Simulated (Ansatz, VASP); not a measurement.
# TiPt3: VASP beside Ansatz

Contents of INCAR:

```
SYSTEM = TiPt3
PREC = Accurate
ENCUT = 520
EDIFF = 1E-7
ISMEAR = -1
SIGMA = 0.05
LREAL = .False.
LASPH = .True.
NELM = 100
ALGO = Normal
ISIF = 2
LWAVE = .False.
LCHARG = .False.
GGA = PE
NBANDS = 29
```

File KPOINTS:

```
Automatic mesh
0
Gamma
  7 7 7
  0 0 0
```

Contents of POSCAR:

```
TiPt3
1.0
    3.8708448495      0.0000000000      0.0000000000
    0.0000000000      3.8708448495      0.0000000000
    0.0000000000      0.0000000000      3.8708448495
Pt Ti
3 1
Direct
    0.5000000000      0.5000000000      0.0000000000
    0.5000000000      0.0000000000      0.5000000000
    0.0000000000      0.5000000000      0.5000000000
    0.0000000000      0.0000000000      0.0000000000
```

input.yaml

```yaml
crystal:
  lattice:
    - [3.8708448495, 0.0, 0.0]
    - [0.0, 3.8708448495, 0.0]
    - [0.0, 0.0, 3.8708448495]
  atoms:
    - { symbol: Pt, position: [0.5, 0.5, 0.0] }
    - { symbol: Pt, position: [0.5, 0.0, 0.5] }
    - { symbol: Pt, position: [0.0, 0.5, 0.5] }
    - { symbol: Ti, position: [0.0, 0.0, 0.0] }
hamiltonian:
  xc: pbe
  pseudopotentials: { kind: paw }
kpoints:
  mp_grid: { grid: [7, 7, 7] }
scf:
  occupations: { method: fermi_dirac, width: 0.05 }
output:
  forces: true
  stress: true
  eigenvalues: true
```

Alike in both runs: task single point; functional PBE; k mesh 7 × 7 × 7; occupations fermi-dirac, width 0.05 eV; no spin polarisation.

|  | VASP | Ansatz |
| --- | --- | --- |
| version | VASP 6.6.1 | Ansatz 0.2.0 |
| potentials or method | VASP PAW PBE potentials, release 64 (Pt, Ti_sv) | Ansatz PAW |
| plane-wave cutoff (eV) | 520 | 420 |
| valence electrons in the cell | 42 | 66 |

```csv
,VASP,Ansatz,Ansatz less VASP
gap on the k mesh at the Fermi level (eV),none,none,-
pressure (GPa),15.8,16.2,+0.40
```

A gap of «none» marks a metal or a gap that the smearing closes. VASP's potentials hold 42 valence electrons a cell and Ansatz's 66, so a difference there can come from the potentials and not from the codes.

Neither program's run includes spin-orbit coupling.
